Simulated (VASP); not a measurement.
Here is a VASP 6.6.1 calculation.

POSCAR

```
NaI
1.0
    0.0000000000      3.2297205401      3.2297205401
    3.2297205401      0.0000000000      3.2297205401
    3.2297205401      3.2297205401      0.0000000000
Na I
1 1
Direct
    0.0000000000      0.0000000000      0.0000000000
    0.5000000000      0.5000000000      0.5000000000
```

The input INCAR.step1:

```
  PREC = Accurate
  ENCUT = 520
  ISMEAR = 0
  SIGMA = 0.01
  LREAL = False
  LASPH = True
  NELM = 60
  NBANDS = 14
  GGA = PE
  ALGO = Normal
  EDIFF = 1E-4
  LWAVE = True
  LCHARG = False
```

Contents of INCAR.step2:

```
  PREC = Accurate
  ENCUT = 520
  EDIFF = 1E-6
  ISMEAR = 0
  SIGMA = 0.01
  LREAL = False
  LASPH = True
  NELM = 60
  ALGO = Normal
  ISIF = 2
  LWAVE = False
  LCHARG = True
  METAGGA = R2SCAN
  LMIXTAU = True
  LELF = True
  LVHAR = True
  NBANDS = 14
  ISTART = 1
```

KPOINTS

```
Automatic mesh
0
Gamma
  4 4 4
```

Potentials or basis: VASP PAW PBE potentials, release 64 (Na_pv, I).

Launch:

```sh
$ cat potpaw_PBE.64/Na_pv/POTCAR potpaw_PBE.64/I/POTCAR > POTCAR
$ cp INCAR.step1 INCAR
$ mpirun -np 1 vasp_std > vasp.out
$ cp INCAR.step2 INCAR
$ mpirun -np 1 vasp_std > vasp.out
```

Question: What does it give for the pressure?

Answer: 0.0 GPa.

Question: Estimate the band gap on the k mesh.

Answer: 4.46 eV, direct.

Caveat: the k points lie up to 0.42 Å⁻¹ apart; the PAW data sets were made with another functional, which shifts forces and pressure a little; spin-orbit coupling is left out, which moves the levels of the heavy elements. r2SCAN opens gaps a little over a GGA but as a rule still falls short of measured ones.
